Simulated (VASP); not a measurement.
A run of VASP 6.6.1 is set up as follows.

Contents of INCAR:

```
ALGO = Normal
EDIFF = 1E-6
ENCUT = 520
GGA = PE
ISIF = 2
ISMEAR = -1
LASPH = True
LCHARG = True
LELF = True
LREAL = False
LVHAR = True
LWAVE = False
NBANDS = 14
NELM = 60
PREC = Accurate
SIGMA = 0.08
```

Contents of KPOINTS:

```
k-points
0
Gamma
  15 15 5
```

File POSCAR:

```
B
1.0
    2.7508598061      0.0000000000      0.0000000000
   -1.3754299031      2.3823144743      0.0000000000
    0.0000000000      0.0000000000      3.3827600650
B
4
Direct
    0.0000000000      0.0000000000      0.2500000000
    0.0000000000      0.0000000000      0.7500000000
    0.3333333333      0.6666666667      0.2500000000
    0.6666666667      0.3333333333      0.7500000000
```

Potentials or basis: VASP PAW PBE potentials, release 64 (B).

Launch:

```console
$ cat potpaw_PBE.64/B/POTCAR > POTCAR
$ mpirun -np 1 vasp_std > vasp.out
```

(1) Predict the band gap on the k mesh.

(2) Predict the pressure.

Answers

(1) zero (band 6 reaches 10.55 eV, above the bottom of band 7 at 8.08 eV).

(2) 100.2 GPa.

Caveat: the k points lie up to 0.37 Å⁻¹ apart.
